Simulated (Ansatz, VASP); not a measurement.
Two plane-wave programs on ZrB2

The input INCAR:

```
ALGO = Normal
EDIFF = 1E-6
EDIFFG = -0.001
ENCUT = 600
GGA = PS
IBRION = 2
ISIF = 3
ISMEAR = -1
LASPH = T
LCHARG = F
LREAL = F
LWAVE = F
NELM = 80
NSW = 80
PREC = Accurate
SIGMA = 0.15
```

Contents of KPOINTS:

```
k-points
0
Gamma
  12 12 12
```

Contents of POSCAR:

```
ZrB2
1.0
    3.1544778965      0.0000000000      0.0000000000
   -1.5772389483      2.7318579941      0.0000000000
    0.0000000000      0.0000000000      3.5081949815
Zr B
1 2
Direct
    0.0000000000      0.0000000000      0.0000000000
    0.3333333333      0.6666666667      0.5000000000
    0.6666666667      0.3333333333      0.5000000000
```

Input for Ansatz:

```yaml
crystal:
  lattice:
    - [3.1544778965, 0.0, 0.0]
    - [-1.5772389483, 2.7318579941, 0.0]
    - [0.0, 0.0, 3.5081949815]
  atoms:
    - { symbol: Zr, position: [0.0, 0.0, 0.0] }
    - { symbol: B, position: [0.3333333333, 0.6666666667, 0.5] }
    - { symbol: B, position: [0.6666666667, 0.3333333333, 0.5] }
basis:
  ecutwfc: 420
kpoints:
  mp_grid: { grid: [12, 12, 12] }
hamiltonian:
  xc: pbesol
  pseudopotentials: { kind: paw, azcp: { folder: soft_1 } }
scf:
  occupations: { method: fermi_dirac, width: 0.15 }
output:
  forces: true
  stress: true
  eigenvalues: true
relax:
  adjacent_minimum: "off"
  f_tol: 0.001
  max_steps: 60
  cell: { stress_tol: 0.01 }
```

Alike in both runs: task relaxation of cell and atoms; functional PBEsol; k mesh 12 × 12 × 12; occupations fermi-dirac, width 0.15 eV; no spin polarisation.

|  | VASP | Ansatz |
| --- | --- | --- |
| version | VASP 6.6.1 | Ansatz 0.2.0 |
| potentials or method | VASP PAW PBE potentials, release 64 (Zr_sv, B), cutoff 600 eV | scalar-relativistic, plane waves, PAW |
| valence electrons in the cell | 18 | 18 |

Ansatz gave:

| Quantity | Value |
| --- | --- |
| gap on the k mesh at the Fermi level, each at its own relaxed structure (eV) | none |
| relaxed volume (Å³/atom) | 10.08 |
| relaxed cell length with the largest relative difference (Å) | 3.155 |

Q: Which values does VASP return?

A: gap on the k mesh at the Fermi level, each at its own relaxed structure (eV): none; relaxed volume (Å³/atom): 10.09; relaxed cell length with the largest relative difference (Å): 3.156.

VASP's potentials were made for PBE, not for PBEsol, and Ansatz warns of the same on its side. A gap of «none» marks a metal or a gap that the smearing closes.
